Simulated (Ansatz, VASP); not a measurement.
# Two plane-wave programs on Nb

```
Nb
1.0
     0.00000    2.09838    2.09838
     2.09838    0.00000    2.09838
     2.09838    2.09838    0.00000
Nb
1
Cartesian
  0.0000 0.0000 0.0000
```

Alike in both runs: task single point; functional HSE06; k mesh 8 × 8 × 8; occupations gaussian, width 0.05 eV; no spin polarisation.

```csv
,VASP,Ansatz
version,VASP 6.6.1,Ansatz 0.2.0
potentials or method,"VASP PAW PBE potentials, release 64 (Nb_sv), cutoff 520 eV","scalar-relativistic, plane waves, PAW"
valence electrons in the cell,13,13
```

Ansatz gave:

```
gap on the k mesh at the Fermi level (eV) : none
pressure (GPa)                            : 0.2
```

Estimate VASP's values.

gap on the k mesh at the Fermi level (eV): none; pressure (GPa): -0.2.

A gap of «none» marks a metal or a gap that the smearing closes. Ansatz's warnings: filled band counts differ across k points, stress exchange threshold loose, stress scf threshold loose.
